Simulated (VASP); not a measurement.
CdSe:

```xyz
4
Lattice="4.3000 0.0000 0.0000 -2.1500 3.7239 0.0000 0.0000 0.0000 7.0200" Properties=species:S:1:pos:R:3 pbc="T T T"
Cd    0.0000    2.4826    0.0000
Cd    2.1500    1.2413    3.5100
Se    0.0000    2.4826    2.7027
Se    2.1500    1.2413    6.2127
```

```yaml
Program: VASP 6.6.1
Task: relaxation of cell and atoms
Functional: LDA
Potentials_or_basis: VASP PAW LDA potentials, release 64 (Cd, Se)
Cutoff: 600 eV
k_mesh: 12 × 12 × 6
Occupations: fermi-dirac, width 0.1 eV
Spin: no spin polarisation
```

At the start: pressure -1.4 GPa; volume 28.10 Å³/atom.

Task: How do energy, volume and symmetry change on relaxing?

Result: Over 14 steps the energy falls by 8.4 meV/atom and the volume is 27.32 Å³/atom (-2.8 %); space group P6_3mc (No. 186, to 0.1 Å) before and after.

The path:
| step | energy change (eV) | largest force (eV/Å) | pressure (GPa) | volume (Å³) |
| --- | --- | --- | --- | --- |
| 1 | 0.0000 | 0.2656 | -1.42 | 112.41 |
| 2 | -0.0281 | 0.0862 | 0.48 | 108.41 |
| 3 | -0.0285 | 0.1098 | 0.26 | 108.81 |
| 4 | -0.0305 | 0.0375 | 0.01 | 109.28 |
| 5 | -0.0305 | 0.0248 | -0.04 | 109.36 |
| 6 | -0.0317 | 0.0224 | -0.07 | 109.43 |
| 7 | -0.0332 | 0.0134 | -0.18 | 109.64 |
| 8 | -0.0332 | 0.0063 | 0.21 | 108.90 |
| 9 | -0.0334 | 0.0041 | 0.00 | 109.29 |
| 10 | -0.0334 | 0.0038 | 0.00 | 109.28 |
| 11 | -0.0334 | 0.0012 | 0.11 | 109.09 |
| 12 | -0.0334 | 0.0037 | 0.01 | 109.28 |
| 13 | -0.0334 | 0.0039 | 0.00 | 109.29 |
| 14 | -0.0334 | 0.0009 | 0.00 | 109.28 |

Final structure:
```xyz
4
Lattice="4.2578 0.0000 0.0000 -2.1289 3.6874 0.0000 0.0000 0.0000 6.9608" Properties=species:S:1:pos:R:3 pbc="T T T"
Cd    0.0000    2.4582    0.0340
Cd    2.1289    1.2291    3.5144
Se    0.0000    2.4582    2.6458
Se    2.1289    1.2291    6.1262
```
